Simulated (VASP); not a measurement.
# KBr (Immm) in VASP: notebook

The runs below take KBr through single point, with PBE.

Everything below comes from runs of VASP 6.6.1. Logs are shortened: lines on timing, memory, paths and dates and some standing lists are left out, and cuts for length are marked.

### Step 1. The cell of the first run

It takes space group Immm (No. 71, orthorhombic). The conventional cell has a = 4.540 Å, b = 4.773 Å, c = 6.585 Å, α = 90.00°, β = 90.00°, γ = 90.00°. Within 4.3 Å of K (site symmetry mmm) lie 6 Br at 3.29 Å. Within 4.3 Å of Br (site symmetry mmm) lie 6 K at 3.29 Å.

### Step 2. Single point, PBE (strain -0.0500 x Voigt [0, 0, 0, 0, 1, 0])

INCAR

```
ALGO     = Normal         # electronic algorithm
EDIFF    = 1E-6           # SCF threshold, eV
ENCUT    = 520            # plane-wave cutoff, eV
GGA      = PE             # functional
ISIF     = 2              # what is computed and relaxed
ISMEAR   = 0              # smearing method
LASPH    = T              # aspherical terms in the spheres
LCHARG   = F              # write CHGCAR
LREAL    = F              # projectors in reciprocal space
LWAVE    = F              # write WAVECAR
NBANDS   = 15             # bands
NELM     = 100            # most SCF steps
PREC     = Accurate       # precision mode
SIGMA    = 0.05           # smearing width, eV
```

KPOINTS

```
k-points
0
Gamma
  6 6 6
```

POSCAR

```
KBr
1.0
   -0.0823125000      3.2925000000      3.2925000000
    3.2101875000      0.0000000000      3.2101875000
    3.2925000000      3.2925000000     -0.0823125000
K Br
1 1
Direct
    0.0000000000      0.0000000000      0.0000000000
    0.5000000000      0.5000000000      0.5000000000
```

Potentials or basis: VASP PAW PBE potentials, release 64 (K_sv, Br).

Launch:

```bash
$ cat potpaw_PBE.64/K_sv/POTCAR potpaw_PBE.64/Br/POTCAR > POTCAR
$ mpirun -np 1 vasp_std > vasp.out
```

OUTCAR:

```text
EDIFF = 1E-6
   ENCUT = 520
   GGA = PE
   ISIF = 2
   ISMEAR = 0
   LASPH = T
   LREAL = F
   NELM = 100
   PREC = Accurate

 ion  position               nearest neighbor table
   1  0.000  0.000  0.000-   2 3.29   2 3.29   2 3.29   2 3.29   2 3.29   2 3.29
   2  0.500  0.500  0.500-   1 3.29   1 3.29   1 3.29   1 3.29   1 3.29   1 3.29

  LATTYP: Found a body centered orthorhombic cell.
 ALAT       =     4.5398907003
 B/A-ratio  =     1.0512820513
 C/A-ratio  =     1.4504754486

  Lattice vectors:

 A1 = (   3.2925000000,  -3.2925000000,  -0.0823125000)
 A2 = (  -3.2925000000,  -3.2925000000,   0.0823125000)
 A3 = (   0.0823125000,   3.2925000000,  -3.2925000000)

Analysis of symmetry for initial positions (statically):
=====================================================================
 Subroutine PRICEL returns:
 Original cell was already a primitive cell.

 Routine SETGRP: Setting up the symmetry group for a
 body centered orthorhombic supercell.

 Subroutine GETGRP returns: Found  8 space group operations
 (whereof  8 operations were pure point group operations)
 out of a pool of  8 trial point group operations.

The static configuration has the point symmetry D_2h.

Analysis of symmetry for dynamics (positions and initial velocities):
=====================================================================
 Subroutine PRICEL returns:
 Original cell was already a primitive cell.

 Routine SETGRP: Setting up the symmetry group for a
 body centered orthorhombic supercell.

 Subroutine GETGRP returns: Found  8 space group operations
 (whereof  8 operations were pure point group operations)
 out of a pool of  8 trial point group operations.

The dynamic configuration has the point symmetry D_2h.

 Subroutine INISYM returns: Found  8 space group operations
 (whereof  8 operations are pure point group operations),
 and found     1 'primitive' translations

----------------------------------------------------------------------------------------

                                     Primitive cell

  volume of cell :      71.3404

  direct lattice vectors                    reciprocal lattice vectors
    -0.082312500  3.292500000  3.292500000    -0.148156379  0.151860289  0.148156379
     3.210187500  0.000000000  3.210187500     0.155754142 -0.151860289  0.155754142
     3.292500000  3.292500000 -0.082312500     0.148156379  0.151860289 -0.148156379

  length of vectors
     4.657025644  4.539890700  4.657025644     0.258770502  0.267544861  0.258770502

  position of ions in fractional coordinates (direct lattice)
     0.000000000  0.000000000  0.000000000
     0.500000000  0.500000000  0.500000000

  ion indices of the primitive-cell ions
   primitive index   ion index
                 1           1
                 2           2

----------------------------------------------------------------------------------------

 KPOINTS: k-points

Automatic generation of k-mesh.
 Grid dimensions read from file:
 generate k-points for:    6    6    6

 Generating k-lattice:

  Cartesian coordinates                     Fractional coordinates (reciprocal lattice)
    -0.024692730  0.025310048  0.024692730     0.166666667  0.000000000  0.000000000
     0.025959024 -0.025310048  0.025959024    -0.000000000  0.166666667 -0.000000000
     0.024692730  0.025310048 -0.024692730     0.000000000  0.000000000  0.166666667

  Length of vectors
     0.043128417  0.044590810  0.043128417

  Shift w.r.t. Gamma in fractional coordinates (k-lattice)
     0.000000000  0.000000000  0.000000000

 Subroutine IBZKPT returns following result:
 ===========================================

 Found     46 irreducible k-points:

 Following reciprocal coordinates:
            Coordinates               Weight
  0.000000  0.000000  0.000000      1.000000
  0.166667  0.000000 -0.000000      4.000000
  0.333333  0.000000 -0.000000      4.000000
  0.500000  0.000000 -0.000000      2.000000
  0.000000  0.166667  0.000000      4.000000
  0.166667  0.166667  0.000000      4.000000
[... 16 lines left out ...]
  0.500000  0.000000  0.166667      4.000000
 -0.333333  0.000000  0.166667      4.000000
 [... further k-points ...]
   k-points           NKPTS =     46   k-points in BZ     NKDIM =     46   number of bands    NBANDS=     15
   number of dos      NEDOS =    301   number of ions     NIONS =      2
   total plane-waves  NPLWV =  46656
   dimension x,y,z NGX =    36 NGY =   36 NGZ =   36
   dimension x,y,z NGXF=    72 NGYF=   72 NGZF=   72
   ions per type =               1   1
   NGX,Y,Z   is equivalent  to a cutoff of  12.85, 13.18, 12.85 a.u.
   NGXF,Y,Z  is equivalent  to a cutoff of  25.70, 26.37, 25.70 a.u.
 SYSTEM =  unknown system
   PREC   = accura    normal or accurate (medium, high low for compatibility)
   ISTART =      0    job   : 0-new  1-cont  2-samecut
   ICHARG =      2    charge: 1-file 2-atom 10-const
   ISPIN  =      1    spin polarized calculation?
   LNONCOLLINEAR =      F non collinear calculations
   LSORBIT =      F    spin-orbit coupling
   LASPH  =      T    aspherical Exc in radial PAW
   ENCUT  =  520.0 eV  38.22 Ry    6.18 a.u.   8.66  8.44  8.66*2*pi/ulx,y,z
   NELM   =    100;   NELMIN=  2; NELMDL= -5     # of ELM steps
   EDIFF  = 0.1E-05   stopping-criterion for ELM
   LREAL  =      F    real-space projection
   EDIFFG = 0.1E-04   stopping-criterion for IOM
   NSW    =      0    number of steps for IOM
   IBRION =     -1    ionic relax: 0-MD 1-quasi-New 2-CG
   NFREE  =      0    steps in history (QN), initial steepest desc. (CG)
   ISIF   =      2    stress and relaxation
   ISYM   =      2    0-nonsym 1-usesym 2-fastsym
   POTIM  = 0.5000    time-step for ionic-motion
   TEBEG  =    0.0;   TEEND  =   0.0 temperature during run
   PSTRESS=    0.0 pullay stress
   NELECT =      16.0000    total number of electrons
   NUPDOWN=      -1.0000    fix difference up-down
   EMIN   =  10.00;   EMAX   =-10.00  energy-range for DOS
   EFERMI =   0.00;   METHOD = LEGACY
   ISMEAR =     0;   SIGMA  =   0.05  broadening in eV -4-tet -1-fermi 0-gaus
   EFERMI_NEDOS =   21; number of points for ismear=-14 and -15
   IALGO  =     38    algorithm
   IMIX   =      4    mixing-type and parameters
     AMIX     =   0.40;   BMIX     =  1.00
     AMIX_MAG =   1.60;   BMIX_MAG =  1.00
  volume/ion in A,a.u.               =      35.67       240.71
  Fermi-wavevector in a.u.,A,eV,Ry     =   0.994648  1.879613 13.460587  0.989325
  Thomas-Fermi vector in A             =   2.126614
   LORBIT       =      0    0 simple, 1 ext, 2 COOP (PROOUT), +10 PAW based schemes
   GGA     = PE    functional components
   LHFCALC =     F    Hartree Fock is set to
   AEXX    =    0.0000 exact exchange contribution
   IVDW    =     0    specifies the selected vdW correction
   LEPSILON=     F    determine dielectric tensor
   LRPA    =     F    only Hartree local field effects (RPA)
 non-spin polarized calculation
 Gauss-broadening in eV      SIGMA  =   0.05
  energy-cutoff  :      520.00
  volume of cell :       71.34
 maximum number of plane-waves:      1945
 NGX is ok and might be reduce to    36
   NGX = 17   NGY = 17   NGZ = 17

 number of electron      16.0000001 magnetization

 Free energy of the ion-electron system (eV)
  ---------------------------------------------------
  ext. energy  EPLUGINS =         0.00000000
  ---------------------------------------------------
  free energy    TOTEN  =        -6.20956410 eV

  energy without entropy =       -6.20956410  energy(sigma->0) =       -6.20956410

 E-fermi :  -1.4331     XC(G=0):  -7.4011

 val. band max:       -1.6477252232   @ k =   0.0000   0.0000   0.0000
 cond. band min:       2.7390640284   @ k =   0.0000   0.0000   0.0000
 fundamental gap:      4.3867892516
 Fermi energy:        -1.4330700810

 k-point     1 :       0.0000    0.0000    0.0000
  band No.  band energies     occupation
      1     -29.4810      2.00000
      2     -14.0088      2.00000
      3     -12.9607      2.00000
      4     -12.9586      2.00000
      5     -12.9561      2.00000
      6      -1.7591      2.00000
      7      -1.7101      2.00000
      8      -1.6477      2.00000
      9       2.7391      0.00000
     10       5.7019      0.00000
     11       5.9008      0.00000
     12       6.0982      0.00000
     13       6.7253      0.00000
     14       6.7391      0.00000
     15       9.9158      0.00000

 k-point     2 :       0.1667    0.0000   -0.0000
  band No.  band energies     occupation
      1     -29.4797      2.00000
      2     -14.0640      2.00000
      3     -12.9624      2.00000
      4     -12.9585      2.00000
      5     -12.8836      2.00000
      6      -2.1043      2.00000
      7      -1.8103      2.00000
      8      -1.7317      2.00000
      9       3.3866      0.00000
     10       5.6745      0.00000
     11       6.1551      0.00000
     12       6.4120      0.00000
     13       7.0741      0.00000
     14       7.1081      0.00000
     15      10.7129      0.00000

 k-point     3 :       0.3333    0.0000   -0.0000
  band No.  band energies     occupation
      1     -29.4770      2.00000
      2     -14.1581      2.00000
      3     -12.9656      2.00000
      4     -12.9598      2.00000
      5     -12.7526      2.00000
      6      -2.6721      2.00000
      7      -1.9689      2.00000
      8      -1.8894      2.00000
      9       4.5001      0.00000
     10       5.9541      0.00000
     11       6.9996      0.00000
     12       7.2547      0.00000
     13       7.9559      0.00000
     14       8.0462      0.00000
     15       9.7554      0.00000

 k-point     4 :       0.5000    0.0000   -0.0000
  band No.  band energies     occupation
      1     -29.4757      2.00000
      2     -14.1995      2.00000
      3     -12.9673      2.00000
      4     -12.9604      2.00000
      5     -12.6925      2.00000
      6      -2.9106      2.00000
      7      -2.0435      2.00000
      8      -1.9639      2.00000
      9       4.9048      0.00000
     10       6.4553      0.00000
     11       7.9099      0.00000
     12       8.1458      0.00000
     13       8.3424      0.00000
     14       8.6135      0.00000
     15       9.2048      0.00000
[... 307 lines left out ...]
 k-point    22 :       0.3333    0.0000    0.1667
  band No.  band energies     occupation
      1     -29.4768      2.00000
      2     -14.0962      2.00000
      3     -12.9750      2.00000
      4     -12.9691      2.00000
      5     -12.8249      2.00000
      6      -2.5308      2.00000
      7      -1.9959      2.00000
      8      -1.8417      2.00000
      9       4.5019      0.00000
     10       5.1135      0.00000
     11       7.1593      0.00000
     12       7.3989      0.00000
     13       7.6727      0.00000
     14       7.9881      0.00000
     15       9.7858      0.00000

 k-point    23 :       0.5000    0.0000    0.1667
  band No.  band energies     occupation
      1     -29.4751      2.00000
      2     -14.1395      2.00000
      3     -12.9792      2.00000
      4     -12.9742      2.00000
      5     -12.7600      2.00000
      6      -2.7615      2.00000
      7      -2.1317      2.00000
      8      -1.9515      2.00000
      9       5.0988      0.00000
     10       5.9830      0.00000
     11       7.5379      0.00000
     12       7.8401      0.00000
     13       8.2354      0.00000
     14       8.4831      0.00000
     15       9.3132      0.00000

 k-point    24 :      -0.3333    0.0000    0.1667
  band No.  band energies     occupation
      1     -29.4757      2.00000
      2     -14.1455      2.00000
      3     -12.9881      2.00000
      4     -12.9674      2.00000
      5     -12.7470      2.00000
      6      -2.7077      2.00000
      7      -2.1006      2.00000
      8      -1.9547      2.00000
      9       5.0416      0.00000
     10       6.0362      0.00000
     11       7.3320      0.00000
     12       7.4768      0.00000
     13       7.7589      0.00000
     14       9.0577      0.00000
     15       9.2394      0.00000

 [... further k-points ...]
[... 5 lines left out ...]
  --------------------------------------------------------------------------------------
  -------------------------------------------------------------------------------------
  Total        0.3899352      0.3826449      0.3899352     -0.0000000      0.0000000      0.1100693
  in kB        8.7572388      8.5935111      8.7572388     -0.0000000      0.0000000      2.4719573
  external PRESSURE =       8.7026629 kB  Pullay stress =       0.0000000 kB

 VOLUME and BASIS-vectors are now :
 -----------------------------------------------------------------------------
  energy-cutoff  :      520.00
  volume of cell :       71.34
      direct lattice vectors                 reciprocal lattice vectors
    -0.082312500  3.292500000  3.292500000    -0.148156379  0.151860289  0.148156379
     3.210187500  0.000000000  3.210187500     0.155754142 -0.151860289  0.155754142
     3.292500000  3.292500000 -0.082312500     0.148156379  0.151860289 -0.148156379

 POSITION                                       TOTAL-FORCE (eV/Angst)
 -----------------------------------------------------------------------------------
      0.00000      0.00000      0.00000         0.000000      0.000000     -0.000000
      3.21019      3.29250      3.21019        -0.000000     -0.000000      0.000000
 -----------------------------------------------------------------------------------
    total drift:                                0.000000      0.000000      0.000000

  FREE ENERGIE OF THE ION-ELECTRON SYSTEM (eV)
  ---------------------------------------------------
  free  energy   TOTEN  =        -6.2095640952 eV

  energy  without entropy=       -6.2095640952  energy(sigma->0) =       -6.20956410
```

Run time: 16 s. Hardware: 1 thread of Intel Xeon 6975P-C (Granite Rapids), shared host; peak memory 0.23 GiB.

Results:

- Free energy: -6.2096 eV
- Pressure: 0.9 GPa
- Band gap on the k mesh: 4.39 eV, direct

Stress tensor (GPa, compression positive):
```
0.88 0.00 0.25
0.00 0.86 0.00
0.25 0.00 0.88
```

Caveat: the cell differs from its parent crystal (strain -0.0500 x Voigt [0, 0, 0, 0, 1, 0]).

### Step 3. Single point, PBE (strain +0.0250 x Voigt [0, 0, 0, 0, 1, 0])

INCAR

```
SYSTEM = KBr
  PREC = Accurate
  ENCUT = 520
  EDIFF = 1E-6
  ISMEAR = 0
  SIGMA = 0.05
  LREAL = .FALSE.
  LASPH = .TRUE.
  NELM = 100
  ALGO = Normal
  ISIF = 2
  LWAVE = .FALSE.
  LCHARG = .FALSE.
  GGA = PE
  NBANDS = 15
```

KPOINTS

```
regular mesh
0
G
  6 6 6
  0 0 0
```

POSCAR

```
KBr
1.0
    0.0411562500      3.2925000000      3.2925000000
    3.3336562500      0.0000000000      3.3336562500
    3.2925000000      3.2925000000      0.0411562500
K Br
1 1
Direct
    0.0000000000      0.0000000000      0.0000000000
    0.5000000000      0.5000000000      0.5000000000
```

Potentials or basis: VASP PAW PBE potentials, release 64 (K_sv, Br).

Launch:

```bash
$ cat potpaw_PBE.64/K_sv/POTCAR potpaw_PBE.64/Br/POTCAR > POTCAR
$ mpirun -np 1 vasp_std > vasp.out
```

Run time: 16 s. Hardware: 1 thread of Intel Xeon 6975P-C (Granite Rapids), shared host; peak memory 0.23 GiB.

Results (log left out):

```yaml
Free_energy: -6.2118 eV
Pressure: 0.9 GPa
Band_gap_on_the_k_mesh: 4.42 eV, direct
```

Stress tensor (GPa, compression positive):
```
 0.87  0.00 -0.12
 0.00  0.87  0.00
-0.12  0.00  0.87
```

Levels at points of the mesh, in eV from the valence-band top:
| k point | band 5 | band 6 | band 7 | band 8 | band 9 | band 10 | band 11 | band 12 |
| --- | --- | --- | --- | --- | --- | --- | --- | --- |
| (0.00, 0.00, 0.00) | -11.27 | -0.06 | -0.03 | 0.00 | 4.42 | 7.48 | 7.58 | 7.68 |
| (0.50, 0.00, 0.00) | -11.03 | -1.22 | -0.40 | -0.37 | 6.57 | 8.27 | 9.72 | 9.84 |
| (0.00, 0.50, 0.00) | -11.02 | -1.23 | -0.37 | -0.33 | 6.58 | 8.19 | 9.67 | 9.79 |
| (0.50, 0.50, 0.00) | -11.31 | -0.85 | -0.32 | -0.32 | 5.83 | 7.19 | 9.34 | 9.52 |
| (0.50, 0.00, 0.50) | -11.31 | -0.85 | -0.35 | -0.28 | 5.83 | 7.20 | 9.35 | 9.52 |

Caveat: the cell differs from its parent crystal (strain +0.0250 x Voigt [0, 0, 0, 0, 1, 0]).
